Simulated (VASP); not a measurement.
# B2O (P-3m1) in VASP: notebook, part 3 of 3

VASP 6.6.1. Earlier steps stand in the parts before.

## 7. Single point, PBE+D3(BJ) (9.41 Å³/atom)

This run uses another cell than the first one, of 9.41 Å³/atom.

Input file INCAR:

```
SYSTEM = B2O
PREC = Accurate
ENCUT = 520
EDIFF = 1E-6
ISMEAR = 0
SIGMA = 0.15
LREAL = .False.
LASPH = .True.
NELM = 80
ALGO = Fast
ISIF = 2
LWAVE = .False.
LCHARG = .False.
GGA = PE
IVDW = 12
NBANDS = 21
```

Input file KPOINTS:

```
regular mesh
0
Gamma
  21 21 6
  0 0 0
```

Input file POSCAR:

```
B2O
1.0
    2.5447823694      0.0000000000      0.0000000000
   -1.2723911847      2.2038461790      0.0000000000
    0.0000000000      0.0000000000     10.0714851832
B O
4 2
Direct
    0.0000000000      0.0000000000      0.4099026039
    0.0000000000      0.0000000000      0.5900973961
    0.6666666667      0.3333333333      0.0293462865
    0.3333333333      0.6666666667      0.9706537135
    0.6666666667      0.3333333333      0.3525784977
    0.3333333333      0.6666666667      0.6474215023
```

Potentials or basis: VASP PAW PBE potentials, release 64 (B, O).

Run with:

```bash
$ cat potpaw_PBE.64/B/POTCAR potpaw_PBE.64/O/POTCAR > POTCAR
$ mpirun -np 1 vasp_std > vasp.out
```

OUTCAR:

```text
SYSTEM = B2O
   PREC = Accurate
   ENCUT = 520
   EDIFF = 1E-6
   ISMEAR = 0
   LREAL = .False.
   LASPH = .True.
   NELM = 80
   ISIF = 2
   GGA = PE
   IVDW = 12
 IVDW          = 12

 ion  position               nearest neighbor table
   1  0.000  0.000  0.410-   5 1.58   5 1.58   5 1.58   2 1.81
   2  0.000  0.000  0.590-   6 1.58   6 1.58   6 1.58   1 1.81
   3  0.667  0.333  0.029-   4 1.58   4 1.58   4 1.58
   4  0.333  0.667  0.971-   3 1.58   3 1.58   3 1.58
   5  0.667  0.333  0.353-   1 1.58   1 1.58   1 1.58
   6  0.333  0.667  0.647-   2 1.58   2 1.58   2 1.58

  LATTYP: Found a hexagonal cell.
 ALAT       =     2.5447823694
 C/A-ratio  =     3.9576999999

  Lattice vectors:

 A1 = (   2.5447823694,   0.0000000000,   0.0000000000)
 A2 = (  -1.2723911847,   2.2038461790,   0.0000000000)
 A3 = (   0.0000000000,   0.0000000000,  10.0714851832)

Analysis of symmetry for initial positions (statically):
=====================================================================
 Subroutine PRICEL returns:
 Original cell was already a primitive cell.

 Routine SETGRP: Setting up the symmetry group for a
 hexagonal supercell.

 Subroutine GETGRP returns: Found 12 space group operations
 (whereof 12 operations were pure point group operations)
 out of a pool of 24 trial point group operations.

The static configuration has the point symmetry D_3d.

Analysis of symmetry for dynamics (positions and initial velocities):
=====================================================================
 Subroutine PRICEL returns:
 Original cell was already a primitive cell.

 Routine SETGRP: Setting up the symmetry group for a
 hexagonal supercell.

 Subroutine GETGRP returns: Found 12 space group operations
 (whereof 12 operations were pure point group operations)
 out of a pool of 24 trial point group operations.

The dynamic configuration has the point symmetry D_3d.

 Subroutine INISYM returns: Found 12 space group operations
 (whereof 12 operations are pure point group operations),
 and found     1 'primitive' translations

[... 127 lines left out ...]
   GGA     = PE    functional components
   LHFCALC =     F    Hartree Fock is set to
   AEXX    =    0.0000 exact exchange contribution
   IVDW    =    12    specifies the selected vdW correction
   LEPSILON=     F    determine dielectric tensor
   LRPA    =     F    only Hartree local field effects (RPA)
 non-spin polarized calculation
 RMM-DIIS sequential band-by-band and
 Gauss-broadening in eV      SIGMA  =   0.15
  energy-cutoff  :      520.00
  volume of cell :       56.48
 maximum number of plane-waves:      1545
   NGX =  9   NGY =  9   NGZ = 37

 number of electron      23.9999997 magnetization

 Free energy of the ion-electron system (eV)
  ---------------------------------------------------
  ext. energy  EPLUGINS =         0.00000000
  ---------------------------------------------------
  free energy    TOTEN  =       -39.55162302 eV

  energy without entropy =      -39.53643040  energy(sigma->0) =      -39.54402671

 E-fermi :   4.1747     XC(G=0): -10.0200

 val. band max:        4.1715461380   @ k =   0.1429   0.1429   0.5000
 cond. band min:       4.2337154825   @ k =  -0.0476   0.4286   0.3333
 fundamental gap:      0.0621693445
 Fermi energy:         4.1747017175

 k-point     1 :       0.0000    0.0000    0.0000
  band No.  band energies     occupation
      1     -20.1531      2.00000
      2     -19.7206      2.00000
      3      -8.8105      2.00000
      4      -6.9908      2.00000
      5      -2.9833      2.00000
      6      -1.6383      2.00000
[... 565 lines left out ...]
     20      13.6481      0.00000
     21      14.6756      0.00000

 [... further k-points ...]

------------------------ aborting loop because EDIFF is reached ----------------------------------------

 Edisp (eV)   -0.76507

 E8    (eV) :    -0.2334

  FORCE on cell =-STRESS in cart. coord.  units (eV):
  Direction    XX          YY          ZZ          XY          YZ          ZX
  --------------------------------------------------------------------------------------
  -------------------------------------------------------------------------------------
  Total      -0.67517    -0.67517    -2.68657     0.00000     0.00000     0.00000
  in kB     -19.15139   -19.15139   -76.20496     0.00000     0.00000     0.00000
  external pressure =      -38.17 kB  Pullay stress =        0.00 kB

 VOLUME and BASIS-vectors are now :
 -----------------------------------------------------------------------------
  energy-cutoff  :      520.00
  volume of cell :       56.48
      direct lattice vectors                 reciprocal lattice vectors
     2.544782369  0.000000000  0.000000000     0.392960912  0.226876088  0.000000000
    -1.272391185  2.203846179  0.000000000     0.000000000  0.453752176  0.000000000
     0.000000000  0.000000000 10.071485183     0.000000000  0.000000000  0.099290222

 POSITION                                       TOTAL-FORCE (eV/Angst)
 -----------------------------------------------------------------------------------
      0.00000      0.00000      4.12833        -0.000000      0.000000      0.343291
      0.00000      0.00000      5.94316        -0.000000      0.000000     -0.343291
      1.27239      0.73462      0.29556        -0.000000      0.000000     -0.131015
     -0.00000      1.46923      9.77592        -0.000000     -0.000000      0.131015
      1.27239      0.73462      3.55099         0.000000      0.000000      0.570706
     -0.00000      1.46923      6.52050         0.000000      0.000000     -0.570706
 -----------------------------------------------------------------------------------
    total drift:                                0.000000     -0.000000      0.000000

  FREE ENERGIE OF THE ION-ELECTRON SYSTEM (eV)
  ---------------------------------------------------
  free  energy   TOTEN  =       -40.3166886020 eV

  energy  without entropy=      -40.3014959761  energy(sigma->0) =      -40.30909229
```

OSZICAR:

```text
N       E                     dE             d eps       ncg     rms          rms(c)
DAV:   1     0.850706523418E+02    0.85071E+02   -0.12244E+04 11172   0.105E+03
DAV:   2    -0.372217436619E+02   -0.12229E+03   -0.11790E+03 14518   0.231E+02
DAV:   3    -0.428443139056E+02   -0.56226E+01   -0.55566E+01 15072   0.465E+01
DAV:   4    -0.428874618958E+02   -0.43148E-01   -0.43115E-01 14991   0.442E+00
DAV:   5    -0.428878181116E+02   -0.35622E-03   -0.35617E-03 14548   0.383E-01    0.993E+00
RMM:   6    -0.399350279096E+02    0.29528E+01   -0.34012E+00 11920   0.978E+00    0.450E+00
RMM:   7    -0.395795654221E+02    0.35546E+00   -0.86772E-01 12635   0.483E+00    0.206E+00
RMM:   8    -0.395515480585E+02    0.28017E-01   -0.10444E-01 13191   0.162E+00    0.592E-01
RMM:   9    -0.395515836389E+02   -0.35580E-04   -0.10570E-02 13944   0.626E-01    0.240E-01
RMM:  10    -0.395520574625E+02   -0.47382E-03   -0.23946E-03 13968   0.311E-01    0.805E-02
RMM:  11    -0.395517884171E+02    0.26905E-03   -0.43852E-04 14145   0.121E-01    0.255E-02
RMM:  12    -0.395516822261E+02    0.10619E-03   -0.15173E-04 14384   0.608E-02    0.189E-02
RMM:  13    -0.395516282103E+02    0.54016E-04   -0.94347E-05 14271   0.397E-02    0.160E-02
RMM:  14    -0.395516229777E+02    0.52326E-05   -0.31507E-05 14380   0.296E-02    0.205E-03
RMM:  15    -0.395516230218E+02   -0.44150E-07   -0.51572E-06 12247   0.988E-03
   1 F= -.40316689E+02 E0= -.40309092E+02  d E =-.151926E-01
```

Wall time 7.7 min (1 thread of Oxide Virtual Turin-like, shared host); peak memory 0.33 GiB.

What came out:

| Quantity | Value |
| --- | --- |
| Free energy | -40.3167 eV |
| Pressure | -3.8 GPa |
| Largest force | 0.571 eV/Å |
| Band gap on the k mesh | zero (bands 12 and 13 overlap by 4.03 eV) |
| Dispersion energy per atom | -0.128 eV |

Forces in eV/Å, atoms in the order of the input:
```
B    0.000  0.000  0.343
B    0.000  0.000 -0.343
B    0.000  0.000 -0.131
B    0.000  0.000  0.131
O    0.000  0.000  0.571
O    0.000  0.000 -0.571
```

Stress tensor (GPa, compression positive):
```
-1.92  0.00  0.00
 0.00 -1.92  0.00
 0.00  0.00 -7.62
```

Levels at points of the mesh, in eV from the Fermi level:
```
           k point  band 10  band 11  band 12  band 13  band 14  band 15
(0.00, 0.00, 0.00)    -4.63    -2.48     3.11     3.74     3.74     4.07
(0.00, 0.00, 0.50)    -4.92    -2.19     2.73     3.74     3.74     4.54
```

Caveat: the stress differs along the axes, from -8 to -2 GPa.

## 8. Overview

| cell | further INCAR settings | gap on the mesh (eV) | pressure (GPa) | largest force (eV/Å) |
| --- | --- | --- | --- | --- |
| a = 2.476, b = 2.476, c = 9.412 Å, angles 90.0, 90.0, 120.0°, 6 atoms | ALGO = Fast; EDIFF = 1e-06; NBANDS = 21 | none | 17.5 | 1.15 |
| a = 2.445, b = 2.445, c = 10.488 Å, angles 90.0, 90.0, 120.0°, 6 atoms | ALGO = Fast; EDIFF = 1e-07; NBANDS = 21 | none | 9.5 | 1.32 |
| a = 2.478, b = 2.478, c = 10.210 Å, angles 90.0, 90.0, 120.0°, 6 atoms | ALGO = Fast; EDIFF = 1e-06; NBANDS = 21 | none | 6.0 | 0.86 |
| a = 2.615, b = 2.615, c = 9.173 Å, angles 90.0, 90.0, 120.0°, 6 atoms | ALGO = Fast; EDIFF = 1e-06; NBANDS = 21 | none | -4.3 | 1.10 |
| a = 2.614, b = 2.614, c = 9.546 Å, angles 90.0, 90.0, 120.0°, 6 atoms | ALGO = Fast; EDIFF = 1e-06; NBANDS = 21 | none | -8.4 | 0.90 |
| a = 2.545, b = 2.545, c = 10.071 Å, angles 90.0, 90.0, 120.0°, 6 atoms | ALGO = Fast; EDIFF = 1e-06; NBANDS = 21 | none | -3.8 | 0.57 |

Alike in all rows: task single point; level PBE+D3(BJ); potentials or basis VASP PAW PBE potentials, release 64 (B, O); no spin polarisation; k mesh 21 × 21 × 6; cutoff (eV) 520; smearing gaussian 0.15 eV.

Caveats: forces of over 1 eV/Å act on the atoms, so gaps and moduli don't describe the material at rest (at least some runs); the stress differs along the axes, from 11 to 21 GPa (at least some runs); the stress differs along the axes, from -10 to 19 GPa (at least some runs); the stress differs along the axes, from -7 to 13 GPa (at least some runs); the stress differs along the axes, from -10 to 8 GPa (at least some runs); the stress differs along the axes, from -12 to -1 GPa (at least some runs); the stress differs along the axes, from -8 to -2 GPa (at least some runs).

Total energies depend on the potentials used, so only differences within one code and one set of settings carry meaning.

The gap in the log of VASP goes by the Fermi energy; the results here count the filled bands.